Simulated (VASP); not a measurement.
# Mg in VASP: a series of runs

The runs below take Mg through single point, with PBE.

Everything below comes from runs of VASP 6.6.1. Logs are shortened: lines on timing, memory, paths and dates and some standing lists are left out, and cuts for length are marked.

## Step 1: The cell of the first run

Symmetry: Fm-3m, No. 225, cubic system. Conventional cell: a = 4.611 Å, b = 4.611 Å, c = 4.611 Å, α = 90.00°, β = 90.00°, γ = 90.00°. Within 4.3 Å of Mg (site symmetry m-3m) lie 12 Mg at 3.26 Å.

## Step 2: Single point, PBE (volume scaled by 1.06)

Contents of INCAR:

```
ALGO     = Normal         # electronic algorithm
EDIFF    = 1E-7           # SCF threshold, eV
ENCUT    = 520            # plane-wave cutoff, eV
GGA      = PE             # functional
ISIF     = 2              # what is computed and relaxed
ISMEAR   = 0              # smearing method
LASPH    = True           # aspherical terms in the spheres
LCHARG   = True           # write CHGCAR
LELF     = True           # ELF
LREAL    = False          # projectors in reciprocal space
LVHAR    = True         
LWAVE    = False          # write WAVECAR
NBANDS   = 7              # bands
NELM     = 80             # most SCF steps
PREC     = Accurate       # precision mode
SIGMA    = 0.1            # smearing width, eV
```

Contents of KPOINTS:

```
k-points
0
Gamma
  16 16 16
```

Contents of POSCAR:

```
Mg
1.0
    0.0000000000      2.3054431212      2.3054431212
    2.3054431212      0.0000000000      2.3054431212
    2.3054431212      2.3054431212      0.0000000000
Mg
1
Direct
    0.0000000000      0.0000000000      0.0000000000
```

Potentials or basis: VASP PAW PBE potentials, release 64 (Mg).

Command:

```
$ cat potpaw_PBE.64/Mg/POTCAR > POTCAR
$ mpirun -np 1 vasp_std > vasp.out
```

OUTCAR:

```text
EDIFF = 1E-7
   ENCUT = 520
   GGA = PE
   ISIF = 2
   ISMEAR = 0
   LASPH = True
   LREAL = False
   NELM = 80
   PREC = Accurate

 ion  position               nearest neighbor table
   1  0.000  0.000  0.000-

  LATTYP: Found a face centered cubic cell.
 ALAT       =     4.6108862424

  Lattice vectors:

 A1 = (   0.0000000000,   2.3054431212,   2.3054431212)
 A2 = (   2.3054431212,   0.0000000000,   2.3054431212)
 A3 = (   2.3054431212,   2.3054431212,   0.0000000000)

Analysis of symmetry for initial positions (statically):
=====================================================================
 Subroutine PRICEL returns:
 Original cell was already a primitive cell.

 Routine SETGRP: Setting up the symmetry group for a
 face centered cubic supercell.

 Subroutine GETGRP returns: Found 48 space group operations
 (whereof 48 operations were pure point group operations)
 out of a pool of 48 trial point group operations.

The static configuration has the point symmetry O_h .

Analysis of symmetry for dynamics (positions and initial velocities):
=====================================================================
 Subroutine PRICEL returns:
 Original cell was already a primitive cell.

 Routine SETGRP: Setting up the symmetry group for a
 face centered cubic supercell.

 Subroutine GETGRP returns: Found 48 space group operations
 (whereof 48 operations were pure point group operations)
 out of a pool of 48 trial point group operations.

The dynamic configuration has the point symmetry O_h .

 Subroutine INISYM returns: Found 48 space group operations
 (whereof 48 operations are pure point group operations),
 and found     1 'primitive' translations

----------------------------------------------------------------------------------------

                                     Primitive cell

  volume of cell :      24.5072

  direct lattice vectors                    reciprocal lattice vectors
     0.000000000  2.305443121  2.305443121    -0.216878046  0.216878046  0.216878046
     2.305443121  0.000000000  2.305443121     0.216878046 -0.216878046  0.216878046
     2.305443121  2.305443121  0.000000000     0.216878046  0.216878046 -0.216878046

  length of vectors
     3.260388929  3.260388929  3.260388929     0.375643795  0.375643795  0.375643795

  position of ions in fractional coordinates (direct lattice)
     0.000000000  0.000000000  0.000000000

  ion indices of the primitive-cell ions
   primitive index   ion index
                 1           1

----------------------------------------------------------------------------------------

 KPOINTS: k-points

Automatic generation of k-mesh.
 Grid dimensions read from file:
 generate k-points for:   16   16   16

 Generating k-lattice:

  Cartesian coordinates                     Fractional coordinates (reciprocal lattice)
    -0.013554878  0.013554878  0.013554878     0.062500000  0.000000000  0.000000000
     0.013554878 -0.013554878  0.013554878     0.000000000  0.062500000  0.000000000
     0.013554878  0.013554878 -0.013554878     0.000000000  0.000000000  0.062500000

  Length of vectors
     0.023477737  0.023477737  0.023477737

  Shift w.r.t. Gamma in fractional coordinates (k-lattice)
     0.000000000  0.000000000  0.000000000

 Subroutine IBZKPT returns following result:
 ===========================================

 Found    145 irreducible k-points:

 Following reciprocal coordinates:
            Coordinates               Weight
  0.000000  0.000000  0.000000      1.000000
  0.062500  0.000000  0.000000      8.000000
  0.125000  0.000000  0.000000      8.000000
  0.187500  0.000000  0.000000      8.000000
  0.250000  0.000000  0.000000      8.000000
  0.312500  0.000000  0.000000      8.000000
[... 16 lines left out ...]
 -0.125000  0.062500  0.000000     24.000000
 -0.062500  0.062500  0.000000     12.000000
 [... further k-points ...]
   k-points           NKPTS =    145   k-points in BZ     NKDIM =    145   number of bands    NBANDS=      7
   number of dos      NEDOS =    301   number of ions     NIONS =      1
   total plane-waves  NPLWV =  13824
   dimension x,y,z NGX =    24 NGY =   24 NGZ =   24
   dimension x,y,z NGXF=    48 NGYF=   48 NGZF=   48
   ions per type =               1
   NGX,Y,Z   is equivalent  to a cutoff of  12.24, 12.24, 12.24 a.u.
   NGXF,Y,Z  is equivalent  to a cutoff of  24.48, 24.48, 24.48 a.u.
 SYSTEM =  unknown system
   PREC   = accura    normal or accurate (medium, high low for compatibility)
   ISTART =      0    job   : 0-new  1-cont  2-samecut
   ICHARG =      2    charge: 1-file 2-atom 10-const
   ISPIN  =      1    spin polarized calculation?
   LNONCOLLINEAR =      F non collinear calculations
   LSORBIT =      F    spin-orbit coupling
   LASPH  =      T    aspherical Exc in radial PAW
   ENCUT  =  520.0 eV  38.22 Ry    6.18 a.u.   6.06  6.06  6.06*2*pi/ulx,y,z
   NELM   =     80;   NELMIN=  2; NELMDL= -5     # of ELM steps
   EDIFF  = 0.1E-06   stopping-criterion for ELM
   LREAL  =      F    real-space projection
   EDIFFG = 0.1E-05   stopping-criterion for IOM
   NSW    =      0    number of steps for IOM
   IBRION =     -1    ionic relax: 0-MD 1-quasi-New 2-CG
   NFREE  =      0    steps in history (QN), initial steepest desc. (CG)
   ISIF   =      2    stress and relaxation
   ISYM   =      2    0-nonsym 1-usesym 2-fastsym
   POTIM  = 0.5000    time-step for ionic-motion
   TEBEG  =    0.0;   TEEND  =   0.0 temperature during run
   PSTRESS=    0.0 pullay stress
   NELECT =       2.0000    total number of electrons
   NUPDOWN=      -1.0000    fix difference up-down
   EMIN   =  10.00;   EMAX   =-10.00  energy-range for DOS
   EFERMI =   0.00;   METHOD = LEGACY
   ISMEAR =     0;   SIGMA  =   0.10  broadening in eV -4-tet -1-fermi 0-gaus
   EFERMI_NEDOS =   21; number of points for ismear=-14 and -15
   IALGO  =     38    algorithm
   IMIX   =      4    mixing-type and parameters
     AMIX     =   0.40;   BMIX     =  1.00
     AMIX_MAG =   1.60;   BMIX_MAG =  1.00
  volume/ion in A,a.u.               =      24.51       165.38
  Fermi-wavevector in a.u.,A,eV,Ry     =   0.710101  1.341897  6.860658  0.504244
  Thomas-Fermi vector in A             =   1.796859
   LORBIT       =      0    0 simple, 1 ext, 2 COOP (PROOUT), +10 PAW based schemes
   GGA     = PE    functional components
   LHFCALC =     F    Hartree Fock is set to
   AEXX    =    0.0000 exact exchange contribution
   IVDW    =     0    specifies the selected vdW correction
   LEPSILON=     F    determine dielectric tensor
   LRPA    =     F    only Hartree local field effects (RPA)
 non-spin polarized calculation
 Gauss-broadening in eV      SIGMA  =   0.10
  energy-cutoff  :      520.00
  volume of cell :       24.51
 maximum number of plane-waves:       684
   NGX = 13   NGY = 13   NGZ = 13

 number of electron       2.0000000 magnetization

 Free energy of the ion-electron system (eV)
  ---------------------------------------------------
  ext. energy  EPLUGINS =         0.00000000
  ---------------------------------------------------
  free energy    TOTEN  =        -1.48363741 eV

  energy without entropy =       -1.48091546  energy(sigma->0) =       -1.48227643

 E-fermi :   2.2829     XC(G=0):  -8.2919

 val. band max:        2.2263805453   @ k =  -0.3750   0.1875   0.0625
 cond. band min:       2.2927626332   @ k =  -0.3750   0.4375   0.1250
 fundamental gap:      0.0663820879
 Fermi energy:         2.2828892183

 k-point     1 :       0.0000    0.0000    0.0000
  band No.  band energies     occupation
      1      -4.3540      2.00000
      2      14.2509      0.00000
      3      14.2509      0.00000
      4      14.2509      0.00000
      5      15.8455      0.00000
      6      15.8455      0.00000
      7      15.8455      0.00000

 k-point     2 :       0.0625    0.0000    0.0000
  band No.  band energies     occupation
      1      -4.2709      2.00000
      2      12.8623      0.00000
      3      14.0184      0.00000
      4      14.0184      0.00000
      5      15.9844      0.00000
      6      16.2188      0.00000
      7      16.2188      0.00000

 k-point     3 :       0.1250    0.0000    0.0000
  band No.  band energies     occupation
      1      -4.0218      2.00000
      2      10.8741      0.00000
      3      13.6170      0.00000
      4      13.6170      0.00000
      5      15.7596      0.00000
      6      17.0314      0.00000
      7      17.0314      0.00000

 k-point     4 :       0.1875    0.0000    0.0000
  band No.  band energies     occupation
      1      -3.6081      2.00000
      2       8.9130      0.00000
      3      13.2724      0.00000
      4      13.2724      0.00000
      5      15.4899      0.00000
      6      17.1075      0.00000
      7      17.1075      0.00000

 k-point     5 :       0.2500    0.0000    0.0000
  band No.  band energies     occupation
      1      -3.0316      2.00000
      2       7.0474      0.00000
      3      13.0390      0.00000
      4      13.0390      0.00000
      5      15.2814      0.00000
      6      16.1385      0.00000
      7      16.1385      0.00000

 k-point     6 :       0.3125    0.0000    0.0000
  band No.  band energies     occupation
      1      -2.2951      2.00000
      2       5.2995      0.00000
      3      12.9310      0.00000
      4      12.9310      0.00000
      5      15.1801      0.00000
      6      15.2802      0.00000
      7      15.2802      0.00000

 k-point     7 :       0.3750    0.0000    0.0000
  band No.  band energies     occupation
      1      -1.4022      2.00000
      2       3.6810      0.00000
      3      12.9505      0.00000
      4      12.9505      0.00000
      5      14.5633      0.00000
      6      14.5633      0.00000
      7      15.1984      0.00000
[... 121 lines left out ...]
 k-point    20 :      -0.3125    0.0625    0.0000
  band No.  band energies     occupation
      1      -1.9424      2.00000
      2       4.8101      0.00000
      3      11.3513      0.00000
      4      13.8432      0.00000
      5      14.2270      0.00000
      6      15.1204      0.00000
      7      15.9594      0.00000

 k-point    21 :      -0.2500    0.0625    0.0000
  band No.  band energies     occupation
      1      -2.7310      2.00000
      2       6.5108      0.00000
      3      11.4268      0.00000
      4      14.0402      0.00000
      5      14.9023      0.00000
      6      15.7466      0.00000
      7      16.1947      0.00000

 k-point    22 :      -0.1875    0.0625    0.0000
  band No.  band energies     occupation
      1      -3.3607      2.00000
      2       8.3271      0.00000
      3      11.6468      0.00000
      4      14.2158      0.00000
      5      15.8480      0.00000
      6      16.0240      0.00000
      7      16.9995      0.00000

 k-point    23 :      -0.1250    0.0625    0.0000
  band No.  band energies     occupation
      1      -3.8286      2.00000
      2      10.2238      0.00000
      3      12.0223      0.00000
      4      14.4338      0.00000
      5      16.2444      0.00000
      6      16.5489      0.00000
      7      16.9694      0.00000

 k-point    24 :      -0.0625    0.0625    0.0000
  band No.  band energies     occupation
      1      -4.1325      2.00000
      2      11.9833      0.00000
      3      12.7014      0.00000
      4      14.4663      0.00000
      5      16.0113      0.00000
      6      16.2945      0.00000
      7      16.8931      0.00000

 [... further k-points ...]
[... 5 lines left out ...]
  --------------------------------------------------------------------------------------
  -------------------------------------------------------------------------------------
  Total       -0.2981410     -0.2981410     -0.2981410     -0.0000000     -0.0000000      0.0000000
  in kB      -19.4912244    -19.4912244    -19.4912244     -0.0000000     -0.0000000      0.0000000
  external PRESSURE =     -19.4912244 kB  Pullay stress =       0.0000000 kB

 VOLUME and BASIS-vectors are now :
 -----------------------------------------------------------------------------
  energy-cutoff  :      520.00
  volume of cell :       24.51
      direct lattice vectors                 reciprocal lattice vectors
     0.000000000  2.305443121  2.305443121    -0.216878046  0.216878046  0.216878046
     2.305443121  0.000000000  2.305443121     0.216878046 -0.216878046  0.216878046
     2.305443121  2.305443121  0.000000000     0.216878046  0.216878046 -0.216878046

 POSITION                                       TOTAL-FORCE (eV/Angst)
 -----------------------------------------------------------------------------------
      0.00000      0.00000      0.00000         0.000000      0.000000      0.000000
 -----------------------------------------------------------------------------------
    total drift:                               -0.000000      0.000000      0.000000

  FREE ENERGIE OF THE ION-ELECTRON SYSTEM (eV)
  ---------------------------------------------------
  free  energy   TOTEN  =        -1.4836374069 eV

  energy  without entropy=       -1.4809154596  energy(sigma->0) =       -1.48227643
```

Run time: 12 s. Hardware: 1 thread of Intel Xeon 6975P-C, shared host; peak memory 0.15 GiB.

What came out:

* Free energy: -1.4836 eV
* Pressure: -1.9 GPa
* Band gap on the k mesh: zero (band 1 reaches 3.70 eV, above the bottom of band 2 at 1.00 eV)

[end of part 1 of 2]
